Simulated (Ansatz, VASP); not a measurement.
**Two plane-wave programs on Pb**

File INCAR:

```
ALGO     = Fast           # electronic algorithm
EDIFF    = 1E-7           # SCF threshold, eV
ENCUT    = 520            # plane-wave cutoff, eV
GGA      = PS             # functional
GGA_COMPAT= False        
ISIF     = 2              # what is computed and relaxed
ISMEAR   = -1             # smearing method
LASPH    = True           # aspherical terms in the spheres
LCHARG   = False          # write CHGCAR
LNONCOLLINEAR= True           # non-collinear magnetism
LORBIT   = 11             # projections on sites
LORBMOM  = True         
LREAL    = False          # projectors in reciprocal space
LSORBIT  = True           # spin-orbit coupling
LWAVE    = False          # write WAVECAR
MAGMOM   = 0 0 0          # initial moments
NBANDS   = 25             # bands
NELM     = 150            # most SCF steps
PREC     = Accurate       # precision mode
SIGMA    = 0.05           # smearing width, eV
```

File KPOINTS:

```
k-points
0
Gamma
  9 9 9
```

Contents of POSCAR:

```
Pb
1.0
    0.0000000000      2.5075897876      2.5075897876
    2.5075897876      0.0000000000      2.5075897876
    2.5075897876      2.5075897876      0.0000000000
Pb
1
Direct
    0.0000000000      0.0000000000      0.0000000000
```

File input.yaml:

```yaml
crystal:
  lattice:
    - [0.0, 2.5075897876, 2.5075897876]
    - [2.5075897876, 0.0, 2.5075897876]
    - [2.5075897876, 2.5075897876, 0.0]
  atoms:
    - { symbol: Pb, position: [0.0, 0.0, 0.0] }
hamiltonian:
  xc: pbesol
  pseudopotentials: { kind: paw_fr }
magnetization:
  noncollinear: true
  spin_orbit: true
kpoints:
  mp_grid: { grid: [9, 9, 9] }
scf:
  occupations: { method: fermi_dirac, width: 0.05 }
output:
  forces: true
  stress: true
  eigenvalues: true
  write_density: true
  write_potential: true
  elf: true
  volumetric_format: npy
```

Alike in both runs: task single point; functional PBEsol; k mesh 9 × 9 × 9; occupations fermi-dirac, width 0.05 eV; non-collinear spin, spin-orbit coupling.

|  | VASP | Ansatz |
| --- | --- | --- |
| version | VASP 6.6.1 | Ansatz 0.2.0 |
| potentials or method | VASP PAW PBE potentials, release 64 (Pb_d) | Ansatz PAW |
| plane-wave cutoff (eV) | 520 | 420 |
| valence electrons in the cell | 14 | 14 |

Ansatz gave:

```
pressure (GPa) : -2.3
```

**Question.** What did VASP give for the same quantities?

**Answer.** Pressure (GPa): -2.2.

VASP's potentials were made for PBE, not for PBEsol.
